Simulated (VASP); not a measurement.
## C: single point with PBE+D4

The system is C.

```
C
1.0
     0.00000    1.78012    1.78012
     1.78012    0.00000    1.78012
     1.78012    1.78012    0.00000
C
2
Cartesian
  0.0000 0.0000 0.0000
  0.8901 0.8901 0.8901
```

```
Program                : VASP 6.6.1
Task                   : single point
Functional             : PBE
Dispersion             : D4
Potentials or basis    : VASP PAW PBE potentials, release 64 (C)
Cutoff                 : 600 eV
k mesh                 : 8 × 8 × 8
Occupations            : gaussian, width 0.01 eV
Spin                   : no spin polarisation
Dipole correction      : no
Further INCAR settings : ALGO = Normal; EDIFF = 1e-06; NBANDS = 11
```

```yaml
Pressure: -1.1 GPa
Band_gap_on_the_k_mesh: 4.14 eV, indirect (least direct gap 5.61 eV)
Dispersion_energy_per_atom: -0.214 eV
```

Levels at points of the mesh, in eV from the valence-band top:
```tsv
k point	band 1	band 2	band 3	band 4	band 5	band 6	band 7	band 8
(0.00, 0.00, 0.00)	-21.55	0.00	0.00	0.00	5.61	5.61	5.61	13.46
(0.50, 0.00, 0.00)	-15.74	-13.43	-2.81	-2.81	8.48	8.48	8.92	15.75
(0.50, 0.50, 0.00)	-12.80	-12.80	-6.33	-6.33	4.77	4.77	16.89	16.89
```

Wall time 7.7 s on 1 thread of Intel Xeon 6975P-C, with other jobs on the host, peak memory 0.11 GiB.

A k mesh can miss the band edges. As with any semilocal functional, this PBE gap is likely too small.
